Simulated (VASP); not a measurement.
Input of a VASP 6.6.1 run:

INCAR

```
PREC = Accurate ; ENCUT = 600
EDIFF = 1E-6 ; ISMEAR = -1
SIGMA = 0.1 ; LREAL = F
LASPH = T ; NELM = 60
ALGO = Normal ; ISIF = 3
LWAVE = F ; LCHARG = F
GGA = RE ; IBRION = 2
NSW = 80 ; EDIFFG = -0.01
```

The input KPOINTS:

```
Automatic mesh
0
Gamma
  8 8 8
```

POSCAR

```
Na
1.0
    0.0000000000      3.7061924832      3.7061924832
    3.7061924832      0.0000000000      3.7061924832
    3.7061924832      3.7061924832      0.0000000000
Na
2
Direct
    0.1250000000      0.1250000000      0.1250000000
    0.8750000000      0.8750000000      0.8750000000
```

Potentials or basis: VASP PAW PBE potentials, release 64 (Na_pv).

Command:

```sh
$ cat potpaw_PBE.64/Na_pv/POTCAR > POTCAR
$ mpirun -np 1 vasp_std > vasp.out
```

Question: What does it give for the band gap on the k mesh?

Answer: Zero (bands 7 and 8 overlap by 0.66 eV).

Question: What does it give for the relaxed cell?

Answer: a = 5.498 Å, b = 5.498 Å, c = 5.498 Å, α = 60.00°, β = 60.00°, γ = 60.00°.

Question: Estimate the space group after relaxing (to 0.1 Å).

Answer: Fd-3m (No. 227).

Final structure:
```cif
data_structure
_symmetry_space_group_name_H-M 'P 1'
_symmetry_Int_Tables_number 1
_cell_length_a 5.4982
_cell_length_b 5.4982
_cell_length_c 5.4982
_cell_angle_alpha 60.000
_cell_angle_beta 60.000
_cell_angle_gamma 60.000
_cell_volume 117.53
loop_
_atom_site_label
_atom_site_type_symbol
_atom_site_fract_x
_atom_site_fract_y
_atom_site_fract_z
_atom_site_occupancy
Na1 Na 0.12500 0.12500 0.12500 1
Na2 Na 0.87500 0.87500 0.87500 1
```
